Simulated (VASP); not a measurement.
Gd: single point with PBE

Crystal: Gd.

```
Gd
1.0
     0.00000    2.56385    2.56385
     2.56385    0.00000    2.56385
     2.56385    2.56385    0.00000
Gd
1
Direct
  0.00000 0.00000 0.00000
```

This isn't the form of Gd at room conditions, which is hcp.

- Program: VASP 6.6.1
- Task: single point
- Functional: PBE
- Potentials or basis: VASP PAW PBE potentials, release 64 (Gd)
- Cutoff: 600 eV
- k mesh: 13 × 13 × 13
- Occupations: fermi-dirac, width 0.05 eV
- Spin: collinear spin, ferromagnetic start
- Starting moments: [7.0] μB

| Property | Result |
| --- | --- |
| Pressure | -0.7 GPa |
| Net moment | 7.46 μB per cell |
| Site moments | Gd +6.93 μB |
| Valence electrons inside the program's atomic spheres | Gd 15.20 |

Levels at points of the mesh, in eV from the Fermi level:
Spin up:
```tsv
k point	band 11	band 12	band 13	band 14	band 15	band 16
(0.00, 0.00, 0.00)	-4.78	-4.78	1.32	1.32	1.32	3.53
```
Spin down:
| k point | band 3 | band 4 | band 5 | band 6 | band 7 | band 8 |
| --- | --- | --- | --- | --- | --- | --- |
| (0.00, 0.00, 0.00) | -20.02 | -20.02 | -4.29 | 0.26 | 0.45 | 0.45 |

It took 5.2 min on 1 thread of AMD EPYC 9755 128-Core Processor, on a shared host, peak memory 0.25 GiB.

Caveat: spin-orbit coupling is left out, which moves the levels of the heavy elements; semilocal functionals describe open f shells poorly, which spoils levels, moments and volumes. The state reached can hang on the start; a lower one may exist.
